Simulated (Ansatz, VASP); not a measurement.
**Sb2W in VASP and in Ansatz**

Contents of INCAR:

```
ALGO     = Normal         # electronic algorithm
EDIFF    = 1E-7           # SCF threshold, eV
ENCUT    = 520            # plane-wave cutoff, eV
GGA      = PE             # functional
ISIF     = 2              # what is computed and relaxed
ISMEAR   = 0              # smearing method
LASPH    = True           # aspherical terms in the spheres
LCHARG   = False          # write CHGCAR
LREAL    = False          # projectors in reciprocal space
LWAVE    = False          # write WAVECAR
NBANDS   = 19             # bands
NELM     = 80             # most SCF steps
PREC     = Accurate       # precision mode
SIGMA    = 0.05           # smearing width, eV
```

Contents of KPOINTS:

```
k-points
0
Gamma
  12 12 6
```

POSCAR

```
Sb2W
1.0
    3.4649380352      0.0000000000      0.0000000000
   -1.7324690176      3.0007243611      0.0000000000
    0.0000000000      0.0000000000      6.7174239015
W Sb
1 2
Direct
    0.0000000000      0.0000000000      0.0000000000
    0.3333333333      0.6666666667      0.2847523219
    0.6666666667      0.3333333333      0.7152476781
```

Input for Ansatz:

```yaml
crystal:
  lattice:
    - [3.464938035245, 0.0, 0.0]
    - [-1.732469017622, 3.000724361061, 0.0]
    - [0.0, 0.0, 6.7174239015]
  atoms:
    - { symbol: W, position: [0.0, 0.0, 0.0] }
    - { symbol: Sb, position: [0.3333333333333, 0.6666666666667, 0.2847523219] }
    - { symbol: Sb, position: [0.6666666666667, 0.3333333333333, 0.7152476781] }
basis:
  ecutwfc: 420
  ecutrho_ratio: 4
kpoints:
  mp_grid: { grid: [12, 12, 6] }
hamiltonian:
  xc: pbe
scf:
  occupations: { method: gaussian, width: 0.05 }
  algorithm: direct_min
output:
  forces: true
  stress: true
```

Alike in both runs: task single point; functional PBE; k mesh 12 × 12 × 6; occupations gaussian, width 0.05 eV; no spin polarisation.

|  | VASP | Ansatz |
| --- | --- | --- |
| version | VASP 6.6.1 | Ansatz 0.2.0 |
| potentials or method | VASP PAW PBE potentials, release 64 (W_sv, Sb), cutoff 520 eV | scalar-relativistic, plane waves, PAW |
| valence electrons in the cell | 24 | 44 |

VASP gave:

```
gap on the k mesh at the Fermi level (eV)                     : none
pressure (GPa)                                                : -0.1
traceless stress, the component that is largest in VASP (GPa) : -0.07
rms of the force components (eV/Å)                            : 0.005
```

Q: Estimate Ansatz's values.

A: gap on the k mesh at the Fermi level (eV): none; pressure (GPa): 0.0; traceless stress, the component that is largest in VASP (GPa): -0.04; rms of the force components (eV/Å): 0.000.

Atom by atom the forces differ by 0.005 eV/Å (rms over components). A gap of «none» marks a metal or a gap that the smearing closes. With one functional, cell and mesh, what is left measures potentials, basis and numerics. VASP's potentials hold 24 valence electrons a cell and Ansatz's 44, so a difference there can come from the potentials and not from the codes.

Spin-orbit coupling is off throughout.
